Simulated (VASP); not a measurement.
# As (Fm-3m) in VASP: a series of runs

The runs below take As through single point, with BLYP.

Everything below comes from runs of VASP 6.6.1. Logs are shortened: lines on timing, memory, paths and dates and some standing lists are left out, and cuts for length are marked.

## (1) The cell of the first run

The structure is cubic, space group Fm-3m (No. 225). The conventional cell has a = 4.226 Å, b = 4.226 Å, c = 4.226 Å, α = 90.00°, β = 90.00°, γ = 90.00°. As (site symmetry m-3m) has 12 As at 2.99 Å within 3.9 Å.

## (2) Single point, BLYP (volume scaled by 0.88)

INCAR

```
  PREC = Accurate
  ENCUT = 520
  EDIFF = 1E-7
  ISMEAR = -1
  SIGMA = 0.1
  LREAL = False
  LASPH = True
  NELM = 100
  ALGO = Normal
  ISIF = 2
  LWAVE = False
  LCHARG = False
  GGA = B5
  ALDAX = 1.0
  AGGAX = 1.0
  AGGAC = 1.0
  ALDAC = 0.0
  NBANDS = 8
```

KPOINTS

```
regular mesh
0
Gamma
  14 14 14
```

POSCAR

```
As
1.0
    0.0000000000      2.1131132724      2.1131132724
    2.1131132724      0.0000000000      2.1131132724
    2.1131132724      2.1131132724      0.0000000000
As
1
Direct
    0.0000000000      0.0000000000      0.0000000000
```

Potentials or basis: VASP PAW PBE potentials, release 64 (As).

Started as:

```bash
$ cat potpaw_PBE.64/As/POTCAR > POTCAR
$ mpirun -np 1 vasp_std > vasp.out
```

OUTCAR:

```text
PREC = Accurate
   ENCUT = 520
   EDIFF = 1E-7
   ISMEAR = -1
   LREAL = False
   LASPH = True
   NELM = 100
   ISIF = 2
   GGA = B5

 ion  position               nearest neighbor table
   1  0.000  0.000  0.000-

  LATTYP: Found a face centered cubic cell.
 ALAT       =     4.2262265448

  Lattice vectors:

 A1 = (   0.0000000000,   2.1131132724,   2.1131132724)
 A2 = (   2.1131132724,   0.0000000000,   2.1131132724)
 A3 = (   2.1131132724,   2.1131132724,   0.0000000000)

Analysis of symmetry for initial positions (statically):
=====================================================================
 Subroutine PRICEL returns:
 Original cell was already a primitive cell.

 Routine SETGRP: Setting up the symmetry group for a
 face centered cubic supercell.

 Subroutine GETGRP returns: Found 48 space group operations
 (whereof 48 operations were pure point group operations)
 out of a pool of 48 trial point group operations.

The static configuration has the point symmetry O_h .

Analysis of symmetry for dynamics (positions and initial velocities):
=====================================================================
 Subroutine PRICEL returns:
 Original cell was already a primitive cell.

 Routine SETGRP: Setting up the symmetry group for a
 face centered cubic supercell.

 Subroutine GETGRP returns: Found 48 space group operations
 (whereof 48 operations were pure point group operations)
 out of a pool of 48 trial point group operations.

The dynamic configuration has the point symmetry O_h .

 Subroutine INISYM returns: Found 48 space group operations
 (whereof 48 operations are pure point group operations),
 and found     1 'primitive' translations

----------------------------------------------------------------------------------------

                                     Primitive cell

  volume of cell :      18.8711

  direct lattice vectors                    reciprocal lattice vectors
     0.000000000  2.113113272  2.113113272    -0.236617699  0.236617699  0.236617699
     2.113113272  0.000000000  2.113113272     0.236617699 -0.236617699  0.236617699
     2.113113272  2.113113272  0.000000000     0.236617699  0.236617699 -0.236617699

  length of vectors
     2.988393449  2.988393449  2.988393449     0.409833876  0.409833876  0.409833876

  position of ions in fractional coordinates (direct lattice)
     0.000000000  0.000000000  0.000000000

  ion indices of the primitive-cell ions
   primitive index   ion index
                 1           1

----------------------------------------------------------------------------------------

 KPOINTS: regular mesh

Automatic generation of k-mesh.
 Grid dimensions read from file:
 generate k-points for:   14   14   14

 Generating k-lattice:

  Cartesian coordinates                     Fractional coordinates (reciprocal lattice)
    -0.016901264  0.016901264  0.016901264     0.071428571  0.000000000  0.000000000
     0.016901264 -0.016901264  0.016901264     0.000000000  0.071428571  0.000000000
     0.016901264  0.016901264 -0.016901264     0.000000000  0.000000000  0.071428571

  Length of vectors
     0.029273848  0.029273848  0.029273848

  Shift w.r.t. Gamma in fractional coordinates (k-lattice)
     0.000000000  0.000000000  0.000000000

 Subroutine IBZKPT returns following result:
 ===========================================

 Found    104 irreducible k-points:

 Following reciprocal coordinates:
            Coordinates               Weight
  0.000000  0.000000  0.000000      1.000000
  0.071429  0.000000  0.000000      8.000000
  0.142857  0.000000  0.000000      8.000000
  0.214286  0.000000  0.000000      8.000000
  0.285714  0.000000  0.000000      8.000000
  0.357143  0.000000  0.000000      8.000000
[... 16 lines left out ...]
  0.214286  0.142857  0.000000     24.000000
  0.285714  0.142857  0.000000     24.000000
 [... further k-points ...]
   k-points           NKPTS =    104   k-points in BZ     NKDIM =    104   number of bands    NBANDS=      8
   number of dos      NEDOS =    301   number of ions     NIONS =      1
   total plane-waves  NPLWV =  13824
   dimension x,y,z NGX =    24 NGY =   24 NGZ =   24
   dimension x,y,z NGXF=    48 NGYF=   48 NGZF=   48
   ions per type =               1
   NGX,Y,Z   is equivalent  to a cutoff of  13.35, 13.35, 13.35 a.u.
   NGXF,Y,Z  is equivalent  to a cutoff of  26.70, 26.70, 26.70 a.u.
 SYSTEM =  unknown system
   PREC   = accura    normal or accurate (medium, high low for compatibility)
   ISTART =      0    job   : 0-new  1-cont  2-samecut
   ICHARG =      2    charge: 1-file 2-atom 10-const
   ISPIN  =      1    spin polarized calculation?
   LNONCOLLINEAR =      F non collinear calculations
   LSORBIT =      F    spin-orbit coupling
   LASPH  =      T    aspherical Exc in radial PAW
   ENCUT  =  520.0 eV  38.22 Ry    6.18 a.u.   5.56  5.56  5.56*2*pi/ulx,y,z
   NELM   =    100;   NELMIN=  2; NELMDL= -5     # of ELM steps
   EDIFF  = 0.1E-06   stopping-criterion for ELM
   LREAL  =      F    real-space projection
   EDIFFG = 0.1E-05   stopping-criterion for IOM
   NSW    =      0    number of steps for IOM
   IBRION =     -1    ionic relax: 0-MD 1-quasi-New 2-CG
   NFREE  =      0    steps in history (QN), initial steepest desc. (CG)
   ISIF   =      2    stress and relaxation
   ISYM   =      2    0-nonsym 1-usesym 2-fastsym
   POTIM  = 0.5000    time-step for ionic-motion
   TEBEG  =    0.0;   TEEND  =   0.0 temperature during run
   PSTRESS=    0.0 pullay stress
   NELECT =       5.0000    total number of electrons
   NUPDOWN=      -1.0000    fix difference up-down
   EMIN   =  10.00;   EMAX   =-10.00  energy-range for DOS
   EFERMI =   0.00;   METHOD = LEGACY
   ISMEAR =    -1;   SIGMA  =   0.10  broadening in eV -4-tet -1-fermi 0-gaus
   EFERMI_NEDOS =   21; number of points for ismear=-14 and -15
   IALGO  =     38    algorithm
   IMIX   =      4    mixing-type and parameters
     AMIX     =   0.40;   BMIX     =  1.00
     AMIX_MAG =   1.60;   BMIX_MAG =  1.00
  volume/ion in A,a.u.               =      18.87       127.35
  Fermi-wavevector in a.u.,A,eV,Ry     =   1.051474  1.986999 15.042581  1.105599
  Thomas-Fermi vector in A             =   2.186519
   LORBIT       =      0    0 simple, 1 ext, 2 COOP (PROOUT), +10 PAW based schemes
   GGA     = B5    functional components
   LHFCALC =     F    Hartree Fock is set to
   AEXX    =    0.0000 exact exchange contribution
   IVDW    =     0    specifies the selected vdW correction
   LEPSILON=     F    determine dielectric tensor
   LRPA    =     F    only Hartree local field effects (RPA)
 non-spin polarized calculation
  energy-cutoff  :      520.00
  volume of cell :       18.87
 maximum number of plane-waves:       532
 NGX is ok and might be reduce to    24
   NGX = 11   NGY = 11   NGZ = 11

 number of electron       5.0000000 magnetization

 Free energy of the ion-electron system (eV)
  ---------------------------------------------------
  ext. energy  EPLUGINS =         0.00000000
  ---------------------------------------------------
  free energy    TOTEN  =        -3.20232162 eV

  energy without entropy =       -3.17658237  energy(sigma->0) =       -3.18945200

 E-fermi :   7.1725     XC(G=0): -10.1216

 val. band max:        7.1495983974   @ k =  -0.3571   0.3571   0.1429
 cond. band min:       7.2245352142   @ k =  -0.2143   0.2143   0.0714
 fundamental gap:      0.0749368167
 Fermi energy:         7.1724646164

 k-point     1 :       0.0000    0.0000    0.0000
  band No.  band energies     occupation
      1      -8.1086      2.00000
      2      12.7463      0.00000
      3      12.7463      0.00000
      4      12.7463      0.00000
      5      19.6289      0.00000
      6      19.6289      0.00000
      7      19.6289      0.00000
      8      21.7103      0.00000

 k-point     2 :       0.0714    0.0000    0.0000
  band No.  band energies     occupation
      1      -7.9888      2.00000
      2      11.7989      0.00000
      3      12.6139      0.00000
      4      12.6139      0.00000
      5      19.1714      0.00000
      6      19.8832      0.00000
      7      19.8832      0.00000
      8      22.2131      0.00000

 k-point     3 :       0.1429    0.0000    0.0000
  band No.  band energies     occupation
      1      -7.6314      2.00000
      2       9.7068      0.00000
      3      12.2869      0.00000
      4      12.2869      0.00000
      5      18.4776      0.00000
      6      20.4238      0.00000
      7      20.4238      0.00000
      8      23.3514      0.00000

 k-point     4 :       0.2143    0.0000    0.0000
  band No.  band energies     occupation
      1      -7.0428      2.00000
      2       7.3189      0.37551
      3      11.8961      0.00000
      4      11.8961      0.00000
      5      17.9129      0.00000
      6      20.4805      0.00000
      7      20.4805      0.00000
      8      23.7749      0.00000

 k-point     5 :       0.2857    0.0000    0.0000
  band No.  band energies     occupation
      1      -6.2397      2.00000
      2       4.9846      2.00000
      3      11.5382      0.00000
      4      11.5382      0.00000
      5      17.5165      0.00000
      6      19.8550      0.00000
      7      19.8550      0.00000
      8      22.9038      0.00000

 k-point     6 :       0.3571    0.0000    0.0000
  band No.  band energies     occupation
      1      -5.2667      2.00000
      2       2.8710      2.00000
      3      11.2640      0.00000
      4      11.2640      0.00000
      5      17.2745      0.00000
      6      19.1971      0.00000
      7      19.1971      0.00000
      8      22.0454      0.00000

 k-point     7 :       0.4286    0.0000    0.0000
  band No.  band energies     occupation
      1      -4.2688      2.00000
      2       1.1742      2.00000
      3      11.0949      0.00000
      4      11.0949      0.00000
      5      17.1544      0.00000
      6      18.7583      0.00000
      7      18.7583      0.00000
      8      21.4828      0.00000

 k-point     8 :       0.5000    0.0000    0.0000
  band No.  band energies     occupation
      1      -3.7458      2.00000
      2       0.4161      2.00000
      3      11.0380      0.00000
      4      11.0380      0.00000
      5      17.1200      0.00000
      6      18.6068      0.00000
      7      18.6068      0.00000
      8      21.2873      0.00000

 k-point     9 :       0.0714    0.0714    0.0000
  band No.  band energies     occupation
      1      -7.9489      2.00000
      2      12.1490      0.00000
      3      12.2378      0.00000
      4      12.2378      0.00000
      5      18.5286      0.00000
      6      20.3447      0.00000
      7      20.3447      0.00000
      8      22.1408      0.00000

 k-point    10 :       0.1429    0.0714    0.0000
  band No.  band energies     occupation
      1      -7.6705      2.00000
      2      10.4379      0.00000
      3      11.7507      0.00000
      4      12.2066      0.00000
      5      18.0697      0.00000
      6      20.5895      0.00000
      7      21.0849      0.00000
      8      21.6361      0.00000
[... 78 lines left out ...]
 k-point    18 :      -0.2857    0.0714    0.0000
  band No.  band energies     occupation
      1      -5.8282      2.00000
      2       4.3325      2.00000
      3      10.1814      0.00000
      4      11.7490      0.00000
      5      18.0547      0.00000
      6      19.2601      0.00000
      7      19.4984      0.00000
      8      23.6521      0.00000

 k-point    19 :      -0.2143    0.0714    0.0000
  band No.  band energies     occupation
      1      -6.6934      2.00000
      2       6.5844      1.99443
      3      10.4799      0.00000
      4      12.1881      0.00000
      5      18.3172      0.00000
      6      20.0997      0.00000
      7      20.1754      0.00000
      8      22.8353      0.00000

 k-point    20 :      -0.1429    0.0714    0.0000
  band No.  band energies     occupation
      1      -7.3549      2.00000
      2       8.9159      0.00000
      3      10.9477      0.00000
      4      12.5573      0.00000
      5      18.6325      0.00000
      6      20.3183      0.00000
      7      20.7035      0.00000
      8      22.4046      0.00000

 k-point    21 :      -0.0714    0.0714    0.0000
  band No.  band energies     occupation
      1      -7.7898      2.00000
      2      10.9029      0.00000
      3      11.6747      0.00000
      4      12.7325      0.00000
      5      18.8770      0.00000
      6      19.9341      0.00000
      7      20.4077      0.00000
      8      22.7583      0.00000

 k-point    22 :       0.1429    0.1429    0.0000
  band No.  band energies     occupation
      1      -7.4717      2.00000
      2      10.7130      0.00000
      3      11.1420      0.00000
      4      11.1420      0.00000
      5      16.9345      0.00000
      6      19.9825      0.00000
      7      22.0381      0.00000
      8      22.0381      0.00000

 k-point    23 :       0.2143    0.1429    0.0000
  band No.  band energies     occupation
      1      -7.0381      2.00000
      2       8.9201      0.00000
      3      10.5969      0.00000
      4      10.9453      0.00000
      5      16.6565      0.00000
      6      18.7915      0.00000
      7      22.3507      0.00000
      8      22.8162      0.00000

 k-point    24 :       0.2857    0.1429    0.0000
  band No.  band energies     occupation
      1      -6.3794      2.00000
      2       6.7174      1.97909
      3      10.1896      0.00000
      4      10.4575      0.00000
      5      16.6559      0.00000
      6      18.5797      0.00000
      7      22.2029      0.00000
      8      22.6713      0.00000

 [... further k-points ...]
[... 5 lines left out ...]
  --------------------------------------------------------------------------------------
  -------------------------------------------------------------------------------------
  Total        1.2117851      1.2117851      1.2117851     -0.0000000     -0.0000000     -0.0000000
  in kB      102.8816318    102.8816318    102.8816318     -0.0000000     -0.0000000     -0.0000000
  external PRESSURE =     102.8816318 kB  Pullay stress =       0.0000000 kB

 VOLUME and BASIS-vectors are now :
 -----------------------------------------------------------------------------
  energy-cutoff  :      520.00
  volume of cell :       18.87
      direct lattice vectors                 reciprocal lattice vectors
     0.000000000  2.113113272  2.113113272    -0.236617699  0.236617699  0.236617699
     2.113113272  0.000000000  2.113113272     0.236617699 -0.236617699  0.236617699
     2.113113272  2.113113272  0.000000000     0.236617699  0.236617699 -0.236617699

 POSITION                                       TOTAL-FORCE (eV/Angst)
 -----------------------------------------------------------------------------------
      0.00000      0.00000      0.00000         0.000000      0.000000     -0.000000
 -----------------------------------------------------------------------------------
    total drift:                               -0.000000      0.000000      0.000000

  FREE ENERGIE OF THE ION-ELECTRON SYSTEM (eV)
  ---------------------------------------------------
  free  energy   TOTEN  =        -3.2023216236 eV

  energy  without entropy=       -3.1765823748  energy(sigma->0) =       -3.18945200
```

Run time: 10 s. Hardware: 1 thread of AMD EPYC 9R45 (Zen 5), shared host; peak memory 0.11 GiB.

What came out:

```yaml
Free_energy: -3.2023 eV
Pressure: 10.3 GPa
```

Caveat: the PAW data sets were made with another functional, which shifts forces and pressure a little.

[end of part 1 of 3]
